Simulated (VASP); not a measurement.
# BaH2 (P6_3/mmc) in VASP: a series of runs, part 2 of 2

VASP 6.6.1. The steps go on from the part before.

## (4) Single point, PBEsol

This run uses another cell than the first one, of 15.24 Å³/atom.

INCAR

```
SYSTEM = BaH2
  ALGO = Normal
  EDIFF = 1E-6
  ENCUT = 500
  GGA = PS
  GGA_COMPAT = .False.
  ISIF = 2
  ISMEAR = 0
  LASPH = .True.
  LCHARG = .False.
  LREAL = .False.
  LWAVE = .False.
  NBANDS = 21
  NELM = 120
  PREC = Accurate
  SIGMA = 0.02
```

KPOINTS

```
k-points
0
Gamma
  9 9 6
  0 0 0
```

POSCAR

```
BaH2
1.0
    4.3283051684      0.0000000000      0.0000000000
   -2.1641525842      3.7484222312      0.0000000000
    0.0000000000      0.0000000000      5.6346746576
Ba H
2 4
Direct
    0.6666666667      0.3333333333      0.7500000000
    0.3333333333      0.6666666667      0.2500000000
    0.3333333333      0.6666666667      0.7500000000
    0.6666666667      0.3333333333      0.2500000000
    0.0000000000      0.0000000000      0.5000000000
    0.0000000000      0.0000000000      0.0000000000
```

Potentials or basis: VASP PAW PBE potentials, release 64 (Ba_sv, H).

The run is started by

```bash
cat potpaw_PBE.64/Ba_sv/POTCAR potpaw_PBE.64/H/POTCAR > POTCAR
mpirun -np 1 vasp_std > vasp.out
```

OUTCAR:

```text
SYSTEM = BaH2
   EDIFF = 1E-6
   ENCUT = 500
   GGA = PS
   ISIF = 2
   ISMEAR = 0
   LASPH = .True.
   LREAL = .False.
   NELM = 120
   PREC = Accurate

 ion  position               nearest neighbor table
   1  0.667  0.333  0.750-   3 2.50   3 2.50   3 2.50   4 2.82   4 2.82   2 3.77   2 3.77   2 3.77
                             2 3.77   2 3.77   2 3.77
   2  0.333  0.667  0.250-   4 2.50   4 2.50   4 2.50   3 2.82   3 2.82   1 3.77   1 3.77   1 3.77
                             1 3.77   1 3.77   1 3.77
   3  0.333  0.667  0.750-   1 2.50   1 2.50   1 2.50   2 2.82   2 2.82
   4  0.667  0.333  0.250-   2 2.50   2 2.50   2 2.50   1 2.82   1 2.82
   5  0.000  0.000  0.500-
   6  0.000  0.000  0.000-

  LATTYP: Found a hexagonal cell.
 ALAT       =     4.3283051684
 C/A-ratio  =     1.3018200978

  Lattice vectors:

 A1 = (   4.3283051684,   0.0000000000,   0.0000000000)
 A2 = (  -2.1641525842,   3.7484222312,   0.0000000000)
 A3 = (   0.0000000000,   0.0000000000,   5.6346746576)

Analysis of symmetry for initial positions (statically):
=====================================================================
 Subroutine PRICEL returns:
[... 179 lines left out ...]

  energy without entropy =      -20.40043835  energy(sigma->0) =      -20.40043835

 E-fermi :   1.7151     XC(G=0):  -9.3731

 val. band max:        1.5667365498   @ k =   0.0000   0.0000   0.1667
 cond. band min:       3.1819687447   @ k =   0.3333   0.3333   0.5000
 fundamental gap:      1.6152321949
 Fermi energy:         1.7151195571

 k-point     1 :       0.0000    0.0000    0.0000
  band No.  band energies     occupation
      1     -25.3185      2.00000
      2     -24.9886      2.00000
      3     -11.4149      2.00000
      4     -10.3275      2.00000
      5     -10.3275      2.00000
      6      -9.9147      2.00000
[... 565 lines left out ...]
     20       8.8959      0.00000
     21       8.8959      0.00000

 [... further k-points ...]
[... 5 lines left out ...]
  --------------------------------------------------------------------------------------
  -------------------------------------------------------------------------------------
  Total        1.7111747      1.7111747      1.7103622     -0.0000000     -0.0000000      0.0000000
  in kB       29.9895331     29.9895331     29.9752935     -0.0000000     -0.0000000      0.0000000
  external PRESSURE =      29.9847865 kB  Pullay stress =       0.0000000 kB

 VOLUME and BASIS-vectors are now :
 -----------------------------------------------------------------------------
  energy-cutoff  :      500.00
  volume of cell :       91.42
      direct lattice vectors                 reciprocal lattice vectors
     4.328305168  0.000000000  0.000000000     0.231037314  0.133389455  0.000000000
    -2.164152584  3.748422231  0.000000000     0.000000000  0.266778911  0.000000000
     0.000000000  0.000000000  5.634674658     0.000000000  0.000000000  0.177472536

 POSITION                                       TOTAL-FORCE (eV/Angst)
 -----------------------------------------------------------------------------------
      2.16415      1.24947      4.22601         0.000000      0.000000      0.000000
     -0.00000      2.49895      1.40867         0.000000     -0.000000      0.000000
     -0.00000      2.49895      4.22601        -0.000000     -0.000000      0.000000
      2.16415      1.24947      1.40867        -0.000000     -0.000000      0.000000
      0.00000      0.00000      2.81734        -0.000000     -0.000000      0.000000
      0.00000      0.00000      0.00000        -0.000000     -0.000000      0.000000
 -----------------------------------------------------------------------------------
    total drift:                               -0.000000      0.000000     -0.000000

  FREE ENERGIE OF THE ION-ELECTRON SYSTEM (eV)
  ---------------------------------------------------
  free  energy   TOTEN  =       -20.4004383474 eV

  energy  without entropy=      -20.4004383474  energy(sigma->0) =      -20.40043835
```

stdout:

```text
POSCAR found type information on POSCAR BaH
 POSCAR found :  2 types and       6 ions
 scaLAPACK will be used
 -----------------------------------------------------------------------------
|                                                                             |
|                                                                             |
|     You enforced a specific xc type in the INCAR file but a different       |
|     I HOPE YOU KNOW WHAT YOU ARE DOING!                                     |
|                                                                             |
 -----------------------------------------------------------------------------

 LDA part: xc-table for (Slater+PW92), standard interpolation
 POSCAR, INCAR and KPOINTS ok, starting setup
 FFT: planning ... GRIDC
 FFT: planning ... GRID_SOFT
 FFT: planning ... GRID
 WAVECAR not read
 entering main loop
```

Run time: 2.1 min. Hardware: 1 thread of Intel Xeon 8259CL, shared host; peak memory 0.24 GiB.

What came out:

* Free energy: -20.4004 eV
* Pressure: 3.0 GPa
* Band gap on the k mesh: 1.62 eV (least direct gap 2.36 eV)

Caveat: the PAW data sets were made with another functional, which shifts forces and pressure a little; spin-orbit coupling is left out, which moves the levels of the heavy elements; an odd mesh through Γ misses points on the zone boundary, where band edges can lie.

## (5) Single point, PBEsol

This run uses another cell than the first one, of 15.53 Å³/atom.

INCAR

```
SYSTEM = BaH2
PREC     = Accurate       ! precision mode
ENCUT    = 500            ! plane-wave cutoff, eV
EDIFF    = 1E-6           ! SCF threshold, eV
ISMEAR   = 0              ! smearing method
SIGMA    = 0.02           ! smearing width, eV
LREAL    = .FALSE.        ! projectors in reciprocal space
LASPH    = .TRUE.         ! aspherical terms in the spheres
NELM     = 120            ! most SCF steps
ALGO     = Normal         ! electronic algorithm
ISIF     = 2              ! what is computed and relaxed
LWAVE    = .FALSE.        ! write WAVECAR
LCHARG   = .FALSE.        ! write CHGCAR
GGA      = PS             ! functional
NBANDS   = 21             ! bands
GGA_COMPAT= .FALSE.
```

KPOINTS

```
regular mesh
0
G
  9 9 6
  0 0 0
```

POSCAR: that of step 4 with these lines changed.

```diff
@@ -2,5 +2,5 @@
 1.0
-    4.3283051684      0.0000000000      0.0000000000
-   -2.1641525842      3.7484222312      0.0000000000
-    0.0000000000      0.0000000000      5.6346746576
+    4.3487882893      0.0000000000      0.0000000000
+   -2.1743941446      3.7661611342      0.0000000000
+    0.0000000000      0.0000000000      5.6894085917
 Ba H
```

The run is started by

```bash
cat potpaw_PBE.64/Ba_sv/POTCAR potpaw_PBE.64/H/POTCAR > POTCAR
mpirun -np 1 vasp_std > vasp.out
```

It took 2 min on 1 thread of Intel Xeon 8259CL, shared host; peak memory 0.24 GiB.

The run converged. Its results:

```yaml
Free_energy: -20.4297 eV
Pressure: 2.1 GPa
Band_gap_on_the_k_mesh: 1.59 eV (least direct gap 2.39 eV)
```

Levels at points of the mesh, in eV from the valence-band top:
| k point | band 10 | band 11 | band 12 | band 13 | band 14 | band 15 |
| --- | --- | --- | --- | --- | --- | --- |
| (0.00, 0.00, 0.00) | -3.28 | -0.21 | -0.02 | 2.67 | 2.67 | 3.75 |
| (0.00, 0.00, 0.50) | -3.28 | -0.42 | -0.42 | 2.45 | 2.45 | 2.45 |

Caveat: the PAW data sets were made with another functional, which shifts forces and pressure a little; spin-orbit coupling is left out, which moves the levels of the heavy elements; an odd mesh through Γ misses points on the zone boundary, where band edges can lie.

## (6) Single point, PBEsol

This run uses another cell than the first one, of 15.83 Å³/atom.

INCAR

```
PREC = Accurate
ENCUT = 500
EDIFF = 1E-6
ISMEAR = 0
SIGMA = 0.02
LREAL = False
LASPH = True
NELM = 120
ALGO = Normal
ISIF = 2
LWAVE = False
LCHARG = False
GGA = PS
NBANDS = 21
GGA_COMPAT = False
```

KPOINTS

```
Automatic mesh
0
Gamma
  9 9 6
```

POSCAR: that of step 5 with these lines changed.

```diff
@@ -2,5 +2,5 @@
 1.0
-    4.3487882893      0.0000000000      0.0000000000
-   -2.1743941446      3.7661611342      0.0000000000
-    0.0000000000      0.0000000000      5.6894085917
+    4.3685373045      0.0000000000      0.0000000000
+   -2.1842686522      3.7832642831      0.0000000000
+    0.0000000000      0.0000000000      5.7463532586
 Ba H
```

Potentials or basis: VASP PAW PBE potentials, release 64 (Ba_sv, H).

The run is started by

```bash
cat potpaw_PBE.64/Ba_sv/POTCAR potpaw_PBE.64/H/POTCAR > POTCAR
mpirun -np 1 vasp_std > vasp.out
```

OUTCAR:

```text
PREC = Accurate
   ENCUT = 500
   EDIFF = 1E-6
   ISMEAR = 0
   LREAL = False
   LASPH = True
   NELM = 120
   ISIF = 2
   GGA = PS

 ion  position               nearest neighbor table
   1  0.667  0.333  0.750-   3 2.52   3 2.52   3 2.52   2 3.82   2 3.82   2 3.82   2 3.82   2 3.82
                             2 3.82
   2  0.333  0.667  0.250-   4 2.52   4 2.52   4 2.52   1 3.82   1 3.82   1 3.82   1 3.82   1 3.82
                             1 3.82
   3  0.333  0.667  0.750-   1 2.52   1 2.52   1 2.52
   4  0.667  0.333  0.250-   2 2.52   2 2.52   2 2.52
   5  0.000  0.000  0.500-
   6  0.000  0.000  0.000-

  LATTYP: Found a hexagonal cell.
 ALAT       =     4.3685373045
 C/A-ratio  =     1.3153952589

  Lattice vectors:

 A1 = (   4.3685373045,   0.0000000000,   0.0000000000)
 A2 = (  -2.1842686522,   3.7832642831,   0.0000000000)
 A3 = (   0.0000000000,   0.0000000000,   5.7463532586)

Analysis of symmetry for initial positions (statically):
=====================================================================
 Subroutine PRICEL returns:
[... 178 lines left out ...]
  free energy    TOTEN  =       -20.45016474 eV

  energy without entropy =      -20.45016474  energy(sigma->0) =      -20.45016474

 E-fermi :   1.5959     XC(G=0):  -9.2180

 val. band max:        1.4201993849   @ k =   0.0000   0.0000   0.1667
 cond. band min:       2.9766372196   @ k =   0.3333   0.3333   0.5000
 fundamental gap:      1.5564378347
 Fermi energy:         1.5958609988

 k-point     1 :       0.0000    0.0000    0.0000
  band No.  band energies     occupation
      1     -25.5285      2.00000
      2     -25.2503      2.00000
      3     -11.5500      2.00000
      4     -10.5423      2.00000
      5     -10.5423      2.00000
      6     -10.1813      2.00000
[... 565 lines left out ...]
     20       8.4505      0.00000
     21       8.4505      0.00000

 [... further k-points ...]
[... 5 lines left out ...]
  --------------------------------------------------------------------------------------
  -------------------------------------------------------------------------------------
  Total        0.8071035      0.8071035      0.7875357      0.0000000     -0.0000000     -0.0000000
  in kB       13.6158495     13.6158495     13.2857415      0.0000000     -0.0000000     -0.0000000
  external PRESSURE =      13.5058135 kB  Pullay stress =       0.0000000 kB

 VOLUME and BASIS-vectors are now :
 -----------------------------------------------------------------------------
  energy-cutoff  :      500.00
  volume of cell :       94.97
      direct lattice vectors                 reciprocal lattice vectors
     4.368537305  0.000000000  0.000000000     0.228909571  0.132161002  0.000000000
    -2.184268652  3.783264283  0.000000000     0.000000000  0.264322005  0.000000000
     0.000000000  0.000000000  5.746353259     0.000000000  0.000000000  0.174023412

 POSITION                                       TOTAL-FORCE (eV/Angst)
 -----------------------------------------------------------------------------------
      2.18427      1.26109      4.30976         0.000000      0.000000     -0.000000
     -0.00000      2.52218      1.43659        -0.000000     -0.000000      0.000000
     -0.00000      2.52218      4.30976        -0.000000      0.000000      0.000000
      2.18427      1.26109      1.43659        -0.000000     -0.000000      0.000000
      0.00000      0.00000      2.87318        -0.000000     -0.000000      0.000000
      0.00000      0.00000      0.00000        -0.000000     -0.000000      0.000000
 -----------------------------------------------------------------------------------
    total drift:                               -0.000000      0.000000     -0.000000

  FREE ENERGIE OF THE ION-ELECTRON SYSTEM (eV)
  ---------------------------------------------------
  free  energy   TOTEN  =       -20.4501647400 eV

  energy  without entropy=      -20.4501647400  energy(sigma->0) =      -20.45016474
```

OSZICAR:

```text
N       E                     dE             d eps       ncg     rms          rms(c)
DAV:   1     0.122208106503E+03    0.12221E+03   -0.99912E+03  2016   0.942E+02
DAV:   2    -0.137825057589E+02   -0.13599E+03   -0.13165E+03  2861   0.189E+02
DAV:   3    -0.215398942635E+02   -0.77574E+01   -0.77192E+01  2673   0.458E+01
DAV:   4    -0.217093772462E+02   -0.16948E+00   -0.16941E+00  2879   0.500E+00
DAV:   5    -0.217107262319E+02   -0.13490E-02   -0.13489E-02  2645   0.420E-01    0.794E+00
DAV:   6    -0.206814490787E+02    0.10293E+01   -0.10371E+00  2371   0.429E+00    0.451E+00
DAV:   7    -0.204437454420E+02    0.23770E+00   -0.11407E+00  2431   0.429E+00    0.966E-01
DAV:   8    -0.204501443775E+02   -0.63989E-02   -0.10208E-01  2282   0.138E+00    0.215E-01
DAV:   9    -0.204506724924E+02   -0.52811E-03   -0.11347E-02  2444   0.435E-01    0.165E-01
DAV:  10    -0.204501484313E+02    0.52406E-03   -0.25688E-03  2347   0.221E-01    0.149E-02
DAV:  11    -0.204501743786E+02   -0.25947E-04   -0.16254E-04  2799   0.518E-02    0.229E-02
DAV:  12    -0.204501642523E+02    0.10126E-04   -0.25547E-05  2365   0.246E-02    0.116E-02
DAV:  13    -0.204501647400E+02   -0.48767E-06   -0.19917E-06  2037   0.735E-03
   1 F= -.20450165E+02 E0= -.20450165E+02  d E =-.145977E-37
```

stdout:

```text
POSCAR found type information on POSCAR BaH
 POSCAR found :  2 types and       6 ions
 scaLAPACK will be used
 -----------------------------------------------------------------------------
|                                                                             |
|                                                                             |
|     You enforced a specific xc type in the INCAR file but a different       |
|     I HOPE YOU KNOW WHAT YOU ARE DOING!                                     |
|                                                                             |
 -----------------------------------------------------------------------------

 LDA part: xc-table for (Slater+PW92), standard interpolation
 POSCAR, INCAR and KPOINTS ok, starting setup
 FFT: planning ... GRIDC
 FFT: planning ... GRID_SOFT
 FFT: planning ... GRID
 WAVECAR not read
 entering main loop
```

Run time: 2.1 min. Hardware: 1 thread of Intel Xeon 8259CL, shared host; peak memory 0.24 GiB.

What came out:

- Free energy: -20.4502 eV
- Pressure: 1.4 GPa
- Band gap on the k mesh: 1.56 eV (least direct gap 2.41 eV)

Caveat: the PAW data sets were made with another functional, which shifts forces and pressure a little; spin-orbit coupling is left out, which moves the levels of the heavy elements; an odd mesh through Γ misses points on the zone boundary, where band edges can lie.

## (7) Overview

| cell | gap on the mesh (eV) | pressure (GPa) |
| --- | --- | --- |
| a = 4.282, b = 4.282, c = 5.511 Å, angles 90.0, 90.0, 120.0°, 6 atoms | 1.69 | 5.2 |
| a = 4.303, b = 4.303, c = 5.571 Å, angles 90.0, 90.0, 120.0°, 6 atoms | 1.65 | 4.1 |
| a = 4.328, b = 4.328, c = 5.635 Å, angles 90.0, 90.0, 120.0°, 6 atoms | 1.62 | 3.0 |
| a = 4.349, b = 4.349, c = 5.689 Å, angles 90.0, 90.0, 120.0°, 6 atoms | 1.59 | 2.1 |
| a = 4.369, b = 4.369, c = 5.746 Å, angles 90.0, 90.0, 120.0°, 6 atoms | 1.56 | 1.4 |

Alike in all rows: task single point; level PBEsol; potentials or basis VASP PAW PBE potentials, release 64 (Ba_sv, H); no spin polarisation; k mesh 9 × 9 × 6; cutoff (eV) 500; smearing gaussian 0.02 eV.

Caveats: the PAW data sets were made with another functional, which shifts forces and pressure a little; spin-orbit coupling is left out, which moves the levels of the heavy elements; an odd mesh through Γ misses points on the zone boundary, where band edges can lie; the cell stands under pressure (at least some runs).

Total energies depend on the potentials used, so only differences within one code and one set of settings carry meaning.
